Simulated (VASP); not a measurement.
Crystal: F.

```
F
1.0
     2.47041   -1.61564    0.11651
     2.47041    1.61564    0.11651
    -0.26474    0.00000    6.52922
F
4
Direct
  0.59418 0.90464 0.59644
  0.09536 0.40582 0.90356
  0.40582 0.09536 0.40356
  0.90464 0.59418 0.09644
```

Base run:

* Program: VASP 6.6.1
* Functional: LDA
* Potentials or basis: VASP PAW LDA potentials, release 64 (F)
* Cutoff: 520 eV
* k mesh: 10 × 10 × 4
* Occupations: gaussian, width 0.01 eV
* Spin: no spin polarisation

Its results: band gap on the k mesh 2.62 eV; pressure -1.2 GPa; largest force 0.352 eV/Å.

Question: The run is repeated on the same cell with these changes: functional from LDA to r2SCAN; potentials or basis from VASP PAW LDA potentials, release 64 (F) to VASP PAW PBE potentials, release 64 (F). What comes out?

Answer: Band gap on the k mesh 3.72 eV; pressure 1.6 GPa; largest force 0.547 eV/Å.

Caveats: the PAW data sets were made with another functional, which shifts forces and pressure a little (at least some runs).

A k mesh can miss the band edges.
